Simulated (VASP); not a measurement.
Write the native input for VASP 6.6.1 that does the following.

* Task: relaxation of cell and atoms
* Functional: LDA
* Potentials or basis: VASP PAW LDA potentials, release 64 (Au_sv_GW)
* Cutoff: 500 eV
* k mesh: 8 × 8 × 4
* Occupations: gaussian, width 0.1 eV
* Spin: no spin polarisation
* Dipole correction: no
* Second run: valence_matched
* Further INCAR settings: ALGO = Normal; EDIFF = 1e-07; IBRION = 2; EDIFFG = -0.05; NSW = 100; ISIF = 3

The structure of Au lies in POSCAR:

```
Au
1.0
    1.4113099650     -2.5559330250      0.0000000000
    1.4113099650      2.5559330250      0.0000000000
    0.0000000000      0.0000000000      4.8931696100
Au
2
Direct
    0.6653279700      0.3346720300      0.2500000000
    0.3346720300      0.6653279700      0.7500000000
```

The input as run:

INCAR

```
PREC = Accurate
ENCUT = 500
EDIFF = 1E-7
ISMEAR = 0
SIGMA = 0.1
LREAL = False
LASPH = True
NELM = 120
ALGO = Normal
ISIF = 3
LWAVE = False
LCHARG = False
IBRION = 2
NSW = 100
EDIFFG = -0.05
GGA_COMPAT = False
NELMIN = 4
```

KPOINTS

```
regular mesh
0
Gamma
  8 8 4
```

Potentials or basis: VASP PAW LDA potentials, release 64 (Au_sv_GW).

The run is started by

```sh
$ cat potpaw_LDA.64/Au_sv_GW/POTCAR > POTCAR
$ mpirun -np 1 vasp_std > vasp.out
```

It gave:

- Relaxed volume: 16.62 Å³/atom
- Relaxed cell: a = 2.913 Å, b = 2.913 Å, c = 4.700 Å, α = 90.00°, β = 90.00°, γ = 123.55°
- Space group after relaxing (to 0.05 Å): Cmcm (No. 63)
- Energy gained by relaxing: 40.2 meV/atom
- Ionic steps: 12
- Pressure after relaxing: -0.1 GPa
- Largest force after relaxing: 0.044 eV/Å
- Band gap on the k mesh: zero (band 19 reaches 12.32 eV, above the bottom of band 20 at 6.33 eV)

Caveat: spin-orbit coupling is left out, which moves the levels of the heavy elements; the relaxation stopped at a loose force limit of 0.05 eV/Å, so its end isn't a converged minimum.

Wall time 3.1 min on 1 thread of Intel(R) Xeon(R) 6975P-C (Granite Rapids), on a shared host, peak memory 0.18 GiB.
